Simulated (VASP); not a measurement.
# WSe2 (P6_3/mmc) in VASP: further runs, part 2 of 2

VASP 6.6.1. The steps go on from the part before.

## Step 4: Single point, PBEsol (21.07 Å³/atom)

This run uses another cell than the first one, of 21.07 Å³/atom.

Contents of INCAR:

```
ALGO = Normal ; EDIFF = 1E-6
ENCUT = 520 ; GGA = PS
ISIF = 2 ; ISMEAR = -1
LASPH = T ; LCHARG = F
LREAL = F ; LWAVE = F
NBANDS = 35 ; NELM = 60
PREC = Accurate ; SIGMA = 0.08
```

Contents of KPOINTS:

```
k-points
0
Gamma
  11 11 3
```

Contents of POSCAR:

```
WSe2
1.0
    3.3332928687      0.0000000000      0.0000000000
   -1.6666464343      2.8867163025      0.0000000000
    0.0000000000      0.0000000000     13.1406774676
W Se
2 4
Direct
    0.3333333333      0.6666666667      0.2500000000
    0.6666666667      0.3333333333      0.7500000000
    0.3333333333      0.6666666667      0.6210000000
    0.6666666667      0.3333333333      0.1210000000
    0.3333333333      0.6666666667      0.8790000000
    0.6666666667      0.3333333333      0.3790000000
```

Potentials or basis: VASP PAW PBE potentials, release 64 (W_sv, Se).

Started as:

```
$ cat potpaw_PBE.64/W_sv/POTCAR potpaw_PBE.64/Se/POTCAR > POTCAR
$ mpirun -np 1 vasp_std > vasp.out
```

OUTCAR:

```text
EDIFF = 1E-6
   ENCUT = 520
   GGA = PS
   ISIF = 2
   ISMEAR = -1
   LASPH = T
   LREAL = F
   NELM = 60
   PREC = Accurate

 ion  position               nearest neighbor table
   1  0.333  0.667  0.250-   4 2.56   6 2.56   4 2.56   6 2.56   4 2.56   6 2.56
   2  0.667  0.333  0.750-   3 2.56   5 2.56   3 2.56   5 2.56   3 2.56   5 2.56
   3  0.333  0.667  0.621-   2 2.56   2 2.56   2 2.56
   4  0.667  0.333  0.121-   1 2.56   1 2.56   1 2.56
   5  0.333  0.667  0.879-   2 2.56   2 2.56   2 2.56
   6  0.667  0.333  0.379-   1 2.56   1 2.56   1 2.56

  LATTYP: Found a hexagonal cell.
 ALAT       =     3.3332928687
 C/A-ratio  =     3.9422510968

  Lattice vectors:

 A1 = (   3.3332928687,   0.0000000000,   0.0000000000)
 A2 = (  -1.6666464343,   2.8867163025,   0.0000000000)
 A3 = (   0.0000000000,   0.0000000000,  13.1406774676)

Analysis of symmetry for initial positions (statically):
=====================================================================
 Subroutine PRICEL returns:
 Original cell was already a primitive cell.

 Routine SETGRP: Setting up the symmetry group for a
 hexagonal supercell.

 Subroutine GETGRP returns: Found 24 space group operations
 (whereof 12 operations were pure point group operations)
 out of a pool of 24 trial point group operations.

The static configuration has the point symmetry D_3d.
 The point group associated with its full space group is D_6h.

Analysis of symmetry for dynamics (positions and initial velocities):
=====================================================================
 Subroutine PRICEL returns:
 Original cell was already a primitive cell.

 Routine SETGRP: Setting up the symmetry group for a
 hexagonal supercell.

[... 124 lines left out ...]
   NELECT =      52.0000    total number of electrons
   NUPDOWN=      -1.0000    fix difference up-down
   EMIN   =  10.00;   EMAX   =-10.00  energy-range for DOS
   EFERMI =   0.00;   METHOD = LEGACY
   ISMEAR =    -1;   SIGMA  =   0.08  broadening in eV -4-tet -1-fermi 0-gaus
   EFERMI_NEDOS =   21; number of points for ismear=-14 and -15
   IALGO  =     38    algorithm
   IMIX   =      4    mixing-type and parameters
     AMIX     =   0.40;   BMIX     =  1.00
     AMIX_MAG =   1.60;   BMIX_MAG =  1.00
  volume/ion in A,a.u.               =      21.07       142.21
  Fermi-wavevector in a.u.,A,eV,Ry     =   1.217430  2.300610 20.165697  1.482137
  Thomas-Fermi vector in A             =   2.352751
   LORBIT       =      0    0 simple, 1 ext, 2 COOP (PROOUT), +10 PAW based schemes
   GGA     = PS    functional components
   LHFCALC =     F    Hartree Fock is set to
   AEXX    =    0.0000 exact exchange contribution
   IVDW    =     0    specifies the selected vdW correction
   LEPSILON=     F    determine dielectric tensor
   LRPA    =     F    only Hartree local field effects (RPA)
 non-spin polarized calculation
  energy-cutoff  :      520.00
  volume of cell :      126.44
 maximum number of plane-waves:      3457
 NGX is ok and might be reduce to    28
   NGX = 13   NGY = 13   NGZ = 49

 number of electron      51.9999997 magnetization

 Free energy of the ion-electron system (eV)
  ---------------------------------------------------
  ext. energy  EPLUGINS =         0.00000000
  ---------------------------------------------------
  free energy    TOTEN  =       -46.43900809 eV

  energy without entropy =      -46.43888670  energy(sigma->0) =      -46.43894739

 E-fermi :   6.0988     XC(G=0): -10.7227

 val. band max:        5.6674627396   @ k =   0.0000   0.0000   0.0000
 cond. band min:       6.6076839814   @ k =   0.1818   0.1818   0.0000
 fundamental gap:      0.9402212418
 Fermi energy:         6.0987519583

 k-point     1 :       0.0000    0.0000    0.0000
  band No.  band energies     occupation
      1     -68.6604      2.00000
      2     -68.6604      2.00000
      3     -32.8666      2.00000
      4     -32.8666      2.00000
      5     -32.7646      2.00000
      6     -32.7646      2.00000
[... 901 lines left out ...]
     34       9.3546      0.00000
     35      12.1938      0.00000

 [... further k-points ...]
[... 5 lines left out ...]
  --------------------------------------------------------------------------------------
  -------------------------------------------------------------------------------------
  Total       -4.7121878     -4.7121878     -4.5132189     -0.0000000     -0.0000000      0.0000000
  in kB      -59.7087305    -59.7087305    -57.1875706     -0.0000000     -0.0000000      0.0000000
  external PRESSURE =     -58.8683439 kB  Pullay stress =       0.0000000 kB

 VOLUME and BASIS-vectors are now :
 -----------------------------------------------------------------------------
  energy-cutoff  :      520.00
  volume of cell :      126.44
      direct lattice vectors                 reciprocal lattice vectors
     3.333292869  0.000000000  0.000000000     0.300003642  0.173207183  0.000000000
    -1.666646434  2.886716302  0.000000000     0.000000000  0.346414367  0.000000000
     0.000000000  0.000000000 13.140677468     0.000000000  0.000000000  0.076099577

 POSITION                                       TOTAL-FORCE (eV/Angst)
 -----------------------------------------------------------------------------------
     -0.00000      1.92448      3.28517        -0.000000     -0.000000      0.000000
      1.66665      0.96224      9.85551         0.000000      0.000000      0.000000
     -0.00000      1.92448      8.16036         0.000000     -0.000000      0.683805
      1.66665      0.96224      1.59002         0.000000     -0.000000      0.683805
     -0.00000      1.92448     11.55066         0.000000      0.000000     -0.683805
      1.66665      0.96224      4.98032         0.000000      0.000000     -0.683805
 -----------------------------------------------------------------------------------
    total drift:                               -0.000000      0.000000     -0.000000

  FREE ENERGIE OF THE ION-ELECTRON SYSTEM (eV)
  ---------------------------------------------------
  free  energy   TOTEN  =       -46.4390080859 eV

  energy  without entropy=      -46.4388867008  energy(sigma->0) =      -46.43894739
```

OSZICAR:

```text
N       E                     dE             d eps       ncg     rms          rms(c)
DAV:   1     0.497001468533E+03    0.49700E+03   -0.27784E+04  2480   0.144E+03
DAV:   2    -0.165416656617E+02   -0.51354E+03   -0.49571E+03  2609   0.386E+02
DAV:   3    -0.478601257930E+02   -0.31318E+02   -0.30748E+02  2733   0.894E+01
DAV:   4    -0.485821529634E+02   -0.72203E+00   -0.71770E+00  2700   0.138E+01
DAV:   5    -0.485922093951E+02   -0.10056E-01   -0.10039E-01  2722   0.174E+00    0.283E+01
DAV:   6    -0.469184852644E+02    0.16737E+01   -0.67193E+00  2504   0.168E+01    0.963E+00
DAV:   7    -0.466562533010E+02    0.26223E+00   -0.32162E+00  2324   0.869E+00    0.553E+00
DAV:   8    -0.464395823222E+02    0.21667E+00   -0.43518E-01  2470   0.446E+00    0.129E+00
DAV:   9    -0.464410292266E+02   -0.14469E-02   -0.70665E-02  2610   0.124E+00    0.861E-01
DAV:  10    -0.464391392652E+02    0.18900E-02   -0.14440E-02  2483   0.819E-01    0.186E-01
DAV:  11    -0.464390659309E+02    0.73334E-04   -0.18163E-03  2485   0.275E-01    0.159E-01
DAV:  12    -0.464390167420E+02    0.49189E-04   -0.72746E-05  2594   0.490E-02    0.106E-01
DAV:  13    -0.464390072579E+02    0.94841E-05   -0.74494E-05  2511   0.522E-02    0.547E-03
DAV:  14    -0.464390080859E+02   -0.82798E-06   -0.39229E-06  2452   0.104E-02
   1 F= -.46439008E+02 E0= -.46438947E+02  d E =-.121385E-03
```

stdout:

```text
POSCAR found type information on POSCAR W Se
 POSCAR found :  2 types and       6 ions
 scaLAPACK will be used
 -----------------------------------------------------------------------------
|                                                                             |
|                                                                             |
|     You enforced a specific xc type in the INCAR file but a different       |
|     I HOPE YOU KNOW WHAT YOU ARE DOING!                                     |
|                                                                             |
 -----------------------------------------------------------------------------

 LDA part: xc-table for (Slater+PW92), standard interpolation
 POSCAR, INCAR and KPOINTS ok, starting setup
 FFT: planning ... GRIDC
 FFT: planning ... GRID_SOFT
 FFT: planning ... GRID
 WAVECAR not read
 entering main loop
```

Wall time 2.1 min (1 thread of AMD EPYC 7R13 (Zen 3), shared host); peak memory 0.29 GiB.

Results:

- Free energy: -46.4390 eV
- Pressure: -5.9 GPa
- Largest force: 0.684 eV/Å
- Band gap on the k mesh: 0.94 eV (least direct gap 1.64 eV)

Forces on the atoms (eV/Å):
```
W    0.000  0.000  0.000
W    0.000  0.000  0.000
Se   0.000  0.000  0.684
Se   0.000  0.000  0.684
Se   0.000  0.000 -0.684
Se   0.000  0.000 -0.684
```

Stress tensor (GPa, compression positive):
```
-5.97  0.00  0.00
 0.00 -5.97  0.00
 0.00  0.00 -5.72
```

Levels at points of the mesh, in eV from the valence-band top:
```
           k point  band 23  band 24  band 25  band 26  band 27  band 28  band 29  band 30
(0.00, 0.00, 0.00)    -1.42    -1.03    -1.00     0.00     2.55     2.55     2.60     2.60
```

Caveat: the cell stands under tension; the PAW data sets were made with another functional, which shifts forces and pressure a little; spin-orbit coupling is left out, which moves the levels of the heavy elements; an odd mesh through Γ misses points on the zone boundary, where band edges can lie; this functional lacks dispersion, which binds the layers, so the pressure and a relaxed spacing across them are unreliable.

## Step 5: Single point, PBEsol (21.48 Å³/atom)

This run uses another cell than the first one, of 21.48 Å³/atom.

Contents of INCAR:

```
SYSTEM = WSe2
  PREC = Accurate
  ENCUT = 520
  EDIFF = 1E-6
  ISMEAR = -1
  SIGMA = 0.08
  LREAL = .FALSE.
  LASPH = .TRUE.
  NELM = 60
  ALGO = Normal
  ISIF = 2
  LWAVE = .FALSE.
  LCHARG = .FALSE.
  GGA = PS
  NBANDS = 35
```

Contents of KPOINTS:

```
Automatic mesh
0
G
  11 11 3
  0 0 0
```

Edit POSCAR of step 4 so:

```diff
@@ -2,5 +2,5 @@
 1.0
-    3.3332928687      0.0000000000      0.0000000000
-   -1.6666464343      2.8867163025      0.0000000000
-    0.0000000000      0.0000000000     13.1406774676
+    3.3545246059      0.0000000000      0.0000000000
+   -1.6772623029      2.9051035263      0.0000000000
+    0.0000000000      0.0000000000     13.2243783068
 W Se
```

Started as:

```
$ cat potpaw_PBE.64/W_sv/POTCAR potpaw_PBE.64/Se/POTCAR > POTCAR
$ mpirun -np 1 vasp_std > vasp.out
```

It took 3.6 min on 1 thread of Intel Xeon 8259CL, shared host; peak memory 0.32 GiB.

The run converged. Its results:

| Quantity | Value |
| --- | --- |
| Free energy | -46.3337 eV |
| Pressure | -8.0 GPa |
| Largest force | 0.956 eV/Å |
| Band gap on the k mesh | 0.95 eV (least direct gap 1.60 eV) |

Forces on the atoms (eV/Å):
```
W    0.000  0.000  0.000
W    0.000  0.000  0.000
Se   0.000  0.000  0.956
Se   0.000  0.000  0.956
Se   0.000  0.000 -0.956
Se   0.000  0.000 -0.956
```

Stress tensor (GPa, compression positive):
```
-7.96  0.00  0.00
 0.00 -7.96  0.00
 0.00  0.00 -8.13
```

Levels at points of the mesh, in eV from the valence-band top:
```tsv
k point	band 23	band 24	band 25	band 26	band 27	band 28	band 29	band 30
(0.00, 0.00, 0.00)	-1.39	-1.02	-0.94	0.00	2.51	2.51	2.56	2.56
```

Caveat: the cell stands under tension; the PAW data sets were made with another functional, which shifts forces and pressure a little; spin-orbit coupling is left out, which moves the levels of the heavy elements; an odd mesh through Γ misses points on the zone boundary, where band edges can lie; this functional lacks dispersion, which binds the layers, so the pressure and a relaxed spacing across them are unreliable.

## Step 6: Summary

```tsv
cell	gap on the mesh (eV)	pressure (GPa)	largest force (eV/Å)
a = 3.301, b = 3.301, c = 13.013 Å, angles 90.0, 90.0, 120.0°, 6 atoms	0.92	-2.2	0.23
a = 3.312, b = 3.312, c = 13.056 Å, angles 90.0, 90.0, 120.0°, 6 atoms	0.93	-3.5	0.39
a = 3.333, b = 3.333, c = 13.141 Å, angles 90.0, 90.0, 120.0°, 6 atoms	0.94	-5.9	0.68
a = 3.355, b = 3.355, c = 13.224 Å, angles 90.0, 90.0, 120.0°, 6 atoms	0.95	-8.0	0.96
```

Alike in all rows: task single point; level PBEsol; potentials or basis VASP PAW PBE potentials, release 64 (W_sv, Se); no spin polarisation; k mesh 11 × 11 × 3; cutoff (eV) 520; smearing fermi-dirac 0.08 eV.

Caveats: the PAW data sets were made with another functional, which shifts forces and pressure a little; spin-orbit coupling is left out, which moves the levels of the heavy elements; an odd mesh through Γ misses points on the zone boundary, where band edges can lie; this functional lacks dispersion, which binds the layers, so the pressure and a relaxed spacing across them are unreliable; the cell stands under tension (at least some runs).

Total energies depend on the potentials used, so only differences within one code and one set of settings carry meaning.
